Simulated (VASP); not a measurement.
Runs of VASP 6.6.1 on BN. The structure is that of space group F-43m (No. 216), or close to it. The cells are those of the table. 

```tsv
task	cell	cutoff (eV)	smearing	gap on the mesh (eV)	pressure (GPa)
single point	a = 2.563 Å, angles 60.0°, 2 atoms	520	gaussian 0.02 eV	(a)	0.2
single point	a = 2.548 Å, angles 60.0°, 2 atoms	520	gaussian 0.01 eV	4.47	(b)
single point	a = 2.521 Å, angles 60.0°, 2 atoms	600	gaussian 0.01 eV	4.50	20.1
single point	a = 2.588 Å, angles 60.0°, 2 atoms	520	gaussian 0.02 eV	4.42	(c)
```

Alike in all rows: level PBE; potentials or basis VASP PAW PBE potentials, release 64 (B, N); no spin polarisation; k mesh 12 × 12 × 12.

Estimate the missing entries.

(a) 4.45; (b) 7.3; (c) -10.2.

A k mesh can miss the band edges.
